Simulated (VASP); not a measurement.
A run of VASP 6.6.1 is set up as follows.

INCAR

```
  PREC = Accurate
  ENCUT = 520
  EDIFF = 1E-6
  ISMEAR = 0
  SIGMA = 0.1
  LREAL = False
  LASPH = True
  NELM = 60
  ALGO = Fast
  ISIF = 2
  LWAVE = False
  LCHARG = False
  GGA = PE
  NBANDS = 19
```

The input KPOINTS:

```
Automatic mesh
0
Gamma
  16 16 14
```

POSCAR

```
Hg
1.0
    1.6877222289     -4.0532308140      0.0000000000
    1.6877222289      4.0532308140      0.0000000000
    0.0000000000      0.0000000000      4.3356029132
Hg
2
Direct
    0.8603858944      0.1396141056      0.2500000000
    0.1396141056      0.8603858944      0.7500000000
```

Potentials or basis: VASP PAW PBE potentials, release 64 (Hg).

Launch:

```bash
$ cat potpaw_PBE.64/Hg/POTCAR > POTCAR
$ mpirun -np 1 vasp_std > vasp.out
```

Task: What does it give for the band gap on the k mesh?

Result: Zero (bands 12 and 13 overlap by 2.26 eV).

Task: What does it give for the pressure?

Result: 0.1 GPa.

Forces in eV/Å, atoms in the order of the input:
```
Hg   0.000 -0.003  0.000
Hg   0.000  0.003  0.000
```

Caveat: spin-orbit coupling is left out, which moves the levels of the heavy elements.
